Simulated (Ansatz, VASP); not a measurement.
## One calculation of BaS, two programs

```
Ba S
1.0
     0.00000    3.21180    3.21180
     3.21180    0.00000    3.21180
     3.21180    3.21180    0.00000
Ba S
1 1
Direct
  0.00000 0.00000 0.00000
  0.50000 0.50000 0.50000
```

Alike in both runs: task single point; functional r2SCAN; k mesh 8 × 8 × 8; no spin polarisation.

|  | VASP | Ansatz |
| --- | --- | --- |
| version | VASP 6.6.1 | Ansatz 0.2.0 |
| potentials or method | VASP PAW PBE potentials, release 64 (Ba_sv, S) | plane waves, PAW |
| plane-wave cutoff (eV) | 520 | 500 |
| occupations | gaussian, width 0.01 eV | fixed |
| valence electrons in the cell | 16 | 16 |

|  | VASP | Ansatz | Ansatz less VASP |
| --- | --- | --- | --- |
| gap on the k mesh at the Fermi level (eV) | 2.49 | 2.58 | +0.087 |
| pressure (GPa) | 0.6 | 0.0 | -0.56 |

VASP's potentials were made for PBE, not for r2SCAN.

Neither program's run includes spin-orbit coupling.
